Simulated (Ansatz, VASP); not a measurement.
## HPbNO4: VASP beside Ansatz

INCAR

```
ALGO     = Normal         # electronic algorithm
EDIFF    = 1E-6           # SCF threshold, eV
ENCUT    = 520            # plane-wave cutoff, eV
GGA      = PE             # functional
ISIF     = 2              # what is computed and relaxed
ISMEAR   = -1             # smearing method
LASPH    = T              # aspherical terms in the spheres
LCHARG   = F              # write CHGCAR
LREAL    = F              # projectors in reciprocal space
LWAVE    = F              # write WAVECAR
NBANDS   = 31             # bands
NELM     = 100            # most SCF steps
PREC     = Accurate       # precision mode
SIGMA    = 0.05           # smearing width, eV
```

File KPOINTS:

```
k-points
0
Gamma
  6 4 4
```

File POSCAR:

```
HPbNO4
1.0
    4.3315705307     -0.0004052638      0.0064436938
   -2.1114140660      5.2762808852     -0.0497157319
   -2.1517175471     -1.8902920261      4.9795872854
H Pb N O
1 1 1 4
Direct
    0.9907300000      0.0333000000      0.9099400000
    0.5027400000      0.8198900000      0.1428700000
    0.0083800000      0.4740800000      0.5026500000
    0.9981600000      0.9274100000      0.0287700000
    0.1946700000      0.7343500000      0.6085200000
    0.8167300000      0.3588200000      0.2455600000
    0.0138100000      0.3312100000      0.6521700000
```

input.yaml

```yaml
crystal:
  lattice:
    - [4.3315705307, -0.0004052638, 0.0064436938]
    - [-2.111414066, 5.2762808852, -0.0497157319]
    - [-2.1517175471, -1.8902920261, 4.9795872854]
  atoms:
    - { symbol: H, position: [0.99073, 0.0333, 0.90994] }
    - { symbol: Pb, position: [0.50274, 0.81989, 0.14287] }
    - { symbol: "N", position: [0.00838, 0.47408, 0.50265] }
    - { symbol: O, position: [0.99816, 0.92741, 0.02877] }
    - { symbol: O, position: [0.19467, 0.73435, 0.60852] }
    - { symbol: O, position: [0.81673, 0.35882, 0.24556] }
    - { symbol: O, position: [0.01381, 0.33121, 0.65217] }
kpoints:
  mp_grid: { grid: [6, 4, 4] }
scf:
  occupations: { method: fermi_dirac, width: 0.05 }
hamiltonian:
  xc: pbe
  pseudopotentials: { kind: all_electron, lapw: { basis_error: 0.003 } }
output:
  forces: true
  stress: true
  eigenvalues: true
```

Change from the starting cell: volume scaled by 1.04.

Alike in both runs: task single point; functional PBE; k mesh 6 × 4 × 4; occupations fermi-dirac, width 0.05 eV; no spin polarisation.

```csv
,VASP,Ansatz
version,VASP 6.6.1,Ansatz 0.2.0
potentials or method,"VASP PAW PBE potentials, release 64 (H, Pb_d, N, O), cutoff 520 eV","all-electron LAPW, scalar-relativistic"
```

|  | VASP | Ansatz | Ansatz less VASP |
| --- | --- | --- | --- |
| gap on the k mesh at the Fermi level (eV) | 2.78 | 2.81 | +0.030 |
| least direct gap on the mesh (eV) | 3.06 | 3.09 | +0.032 |
| pressure (GPa) | -2.5 | -3.1 | -0.58 |
| traceless stress, the component that is largest in VASP (GPa) | 0.91 | 1.67 | +0.755 |
| rms of the force components (eV/Å) | 0.271 | 0.418 | +0.1466 |

Atom by atom the forces differ by 0.151 eV/Å (rms over components). Ansatz ran all-electron here, and VASP with PAW potentials.

Neither program's run includes spin-orbit coupling.
